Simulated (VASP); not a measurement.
Here is a VASP 6.6.1 calculation.

Contents of INCAR:

```
  ALGO = Normal
  EDIFF = 1E-7
  EDIFFG = -0.002
  ENCUT = 450
  GGA = PS
  GGA_COMPAT = F
  IBRION = 2
  ISIF = 2
  ISMEAR = 0
  LASPH = T
  LCHARG = F
  LREAL = F
  LWAVE = F
  NELM = 120
  NELMIN = 4
  NSW = 60
  PREC = Accurate
  SIGMA = 0.02
```

Contents of KPOINTS:

```
k-points
0
Gamma
  10 10 10
```

Contents of POSCAR:

```
Si
1.0
    0.0217338523      2.7112980706      2.6895642183
    2.7112980706      0.0217338523      2.6895642183
    2.7330319229      2.7330319229      0.0000000000
Si
2
Direct
    0.0000000000      0.0000000000      0.0000000000
    0.2500000000      0.2500000000      0.2500000000
```

Potentials or basis: VASP PAW PBE potentials, release 64 (Si).

Command:

```console
$ cat potpaw_PBE.64/Si/POTCAR > POTCAR
$ mpirun -np 1 vasp_std > vasp.out
```

**Question.** Predict the energy gained by relaxing.

**Answer.** 0.5 meV/atom.

**Question.** Estimate the band gap on the k mesh.

**Answer.** 0.32 eV (least direct gap 2.38 eV).

Final structure:
```
Si
1.0
     0.02173    2.71130    2.68956
     2.71130    0.02173    2.68956
     2.73303    2.73303    0.00000
Si
2
Direct
  0.00115 0.00115 0.99885
  0.24885 0.24885 0.25115
```

Caveat: the cell differs from its parent crystal (strained cell). A k mesh can miss the band edges.
